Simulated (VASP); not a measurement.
Write the native input for VASP 6.6.1 that does the following.

```yaml
Task: single point
Functional: PBEsol
Potentials_or_basis: VASP PAW PBE potentials, release 64 (Li_sv)
Cutoff: 520 eV
k_mesh: 15 × 15 × 15
Occupations: fermi-dirac, width 0.08 eV
Spin: no spin polarisation
Dipole_correction: no
Further_INCAR_settings: ALGO = Normal; EDIFF = 1e-06; NBANDS = 8
```

The structure of Li lies in POSCAR:

```
Li
1.0
   -1.7558139962      1.7558139962      1.7558139962
    1.7558139962     -1.7558139962      1.7558139962
    1.7558139962      1.7558139962     -1.7558139962
Li
1
Direct
    0.0000000000      0.0000000000      0.0000000000
```

This cell differs from its parent crystal: volume scaled by 1.01.

The input as run:

INCAR

```
SYSTEM = Li
PREC = Accurate
ENCUT = 520
EDIFF = 1E-6
ISMEAR = -1
SIGMA = 0.08
LREAL = .FALSE.
LASPH = .TRUE.
NELM = 100
ALGO = Normal
ISIF = 2
LWAVE = .FALSE.
LCHARG = .FALSE.
GGA = PS
NBANDS = 8
```

KPOINTS

```
regular mesh
0
G
  15 15 15
  0 0 0
```

Potentials or basis: VASP PAW PBE potentials, release 64 (Li_sv).

Run with:

```console
$ cat potpaw_PBE.64/Li_sv/POTCAR > POTCAR
$ mpirun -np 1 vasp_std > vasp.out
```

Wall time 31 s on 1 thread of AMD EPYC 7R13, with other jobs on the host, peak memory 0.11 GiB.
